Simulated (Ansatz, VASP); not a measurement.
## Two plane-wave programs on C

Contents of INCAR:

```
SYSTEM = C
PREC     = Accurate       ! precision mode
ENCUT    = 600            ! plane-wave cutoff, eV
EDIFF    = 1E-6           ! SCF threshold, eV
ISMEAR   = -1             ! smearing method
SIGMA    = 0.02           ! smearing width, eV
LREAL    = .False.        ! projectors in reciprocal space
LASPH    = .True.         ! aspherical terms in the spheres
NELM     = 60             ! most SCF steps
ALGO     = Normal         ! electronic algorithm
ISIF     = 3              ! what is computed and relaxed
LWAVE    = .False.        ! write WAVECAR
LCHARG   = .False.        ! write CHGCAR
GGA      = CA             ! functional
IBRION   = 2              ! ionic algorithm
NSW      = 60             ! ionic steps
EDIFFG   = -0.005         ! ionic threshold
```

Contents of KPOINTS:

```
Automatic mesh
0
Gamma
  24 24 24
  0 0 0
```

File POSCAR:

```
C
1.0
    0.0000000000      1.7863159877      1.7863159877
    1.7863159877      0.0000000000      1.7863159877
    1.7863159877      1.7863159877      0.0000000000
C
2
Direct
   -0.1250000000     -0.1250000000     -0.1250000000
    0.1250000000      0.1250000000      0.1250000000
```

Input for Ansatz:

```yaml
crystal:
  lattice:
    - [0.0, 1.7863159877, 1.7863159877]
    - [1.7863159877, 0.0, 1.7863159877]
    - [1.7863159877, 1.7863159877, 0.0]
  atoms:
    - { symbol: C, position: [-0.125, -0.125, -0.125] }
    - { symbol: C, position: [0.125, 0.125, 0.125] }
kpoints:
  mp_grid: { grid: [24, 24, 24] }
scf:
  occupations: { method: fermi_dirac, width: 0.02 }
hamiltonian:
  xc: lda
  pseudopotentials: { kind: paw }
output:
  forces: true
  stress: true
relax:
  f_tol: 0.005
  max_steps: 40
  cell: {}
```

Alike in both runs: task relaxation of cell and atoms; functional LDA; k mesh 24 × 24 × 24; occupations fermi-dirac, width 0.02 eV; no spin polarisation.

|  | VASP | Ansatz |
| --- | --- | --- |
| version | VASP 6.6.1 | Ansatz 0.2.0 |
| potentials or method | VASP PAW LDA potentials, release 64 (C) | PAW with Ansatz's default frozen-core files, scalar-relativistic |
| plane-wave cutoff (eV) | 600 | 420 |
| valence electrons in the cell | 8 | 8 |

VASP gave:

* relaxed volume (Å³/atom): 5.52
* relaxed cell length with the largest relative difference (Å): 2.499

Which values does Ansatz return?

Relaxed volume (Å³/atom): 5.51; relaxed cell length with the largest relative difference (Å): 2.497.

LDA's correlation is that of Perdew and Zunger in VASP and of Perdew and Wang (1992) in Ansatz.
